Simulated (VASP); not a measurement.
Wanted: the native input for a VASP 6.6.1 run.

- Task: relaxation of shape and atoms at fixed volume
- Functional: r2SCAN
- Potentials or basis: VASP PAW PBE potentials, release 64 (Mo_sv, Se)
- Cutoff: 550 eV
- k mesh: 12 × 12 × 2
- Occupations: gaussian, width 0.02 eV
- Spin: no spin polarisation
- Dipole correction: no
- Further INCAR settings: ALGO = Normal; EDIFF = 1e-07; IBRION = 2; EDIFFG = -0.01; NSW = 50; ISIF = 4

MoSe2:

```
CELL_PARAMETERS angstrom
3.35279 0.00000 0.00000
-1.67639 2.90360 0.00000
0.00000 0.00000 13.77987
ATOMIC_POSITIONS crystal
Mo 0.33333 0.66667 0.25000
Mo 0.66667 0.33333 0.75000
Se 0.33333 0.66667 0.62879
Se 0.66667 0.33333 0.12879
Se 0.33333 0.66667 0.87121
Se 0.66667 0.33333 0.37121
```

One way to write it, as run:

POSCAR

```
MoSe2
1.0
    3.3527894619      0.0000000000      0.0000000000
   -1.6763947309      2.9036008475      0.0000000000
    0.0000000000      0.0000000000     13.7798725496
Mo Se
2 4
Direct
    0.3333333333      0.6666666667      0.2500000000
    0.6666666667      0.3333333333      0.7500000000
    0.3333333333      0.6666666667      0.6287888254
    0.6666666667      0.3333333333      0.1287888254
    0.3333333333      0.6666666667      0.8712111746
    0.6666666667      0.3333333333      0.3712111746
```

INCAR.step1

```
PREC = Accurate
ENCUT = 550
ISMEAR = 0
SIGMA = 0.02
LREAL = False
LASPH = True
NELM = 120
GGA = PE
ALGO = Normal
EDIFF = 1E-5
LWAVE = True
LCHARG = False
GGA_COMPAT = False
IBRION = 2
ISIF = 3
EDIFFG = -0.005
NELMIN = 4
NSW = 100
```

INCAR.step2

```
PREC = Accurate
ENCUT = 550
EDIFF = 1E-7
ISMEAR = 0
SIGMA = 0.02
LREAL = False
LASPH = True
NELM = 120
ALGO = Normal
ISIF = 4
LWAVE = False
LCHARG = False
METAGGA = R2SCAN
LMIXTAU = True
IBRION = 2
NSW = 50
EDIFFG = -0.01
ISTART = 1
GGA_COMPAT = False
NELMIN = 4
```

KPOINTS

```
regular mesh
0
Gamma
  12 12 2
```

Potentials or basis: VASP PAW PBE potentials, release 64 (Mo_sv, Se).

Command:

```console
$ cat potpaw_PBE.64/Mo_sv/POTCAR potpaw_PBE.64/Se/POTCAR > POTCAR
$ cp INCAR.step1 INCAR
$ mpirun -np 1 vasp_std > vasp.out
$ cp INCAR.step2 INCAR
$ mpirun -np 1 vasp_std > vasp.out
```

It gave:

| Property | Result |
| --- | --- |
| Energy gained by relaxing | 5.2 meV/atom |
| Ionic steps | 7 |
| Pressure after relaxing | -0.4 GPa |
| Largest force after relaxing | 0.008 eV/Å |
| Band gap on the k mesh | 1.27 eV (least direct gap 1.47 eV) |

Caveat: the PAW data sets were made with another functional, which shifts forces and pressure a little.

Wall time 45 min on 1 thread of Intel(R) Xeon(R) 6975P-C (Granite Rapids), on a shared host, peak memory 0.4 GiB.
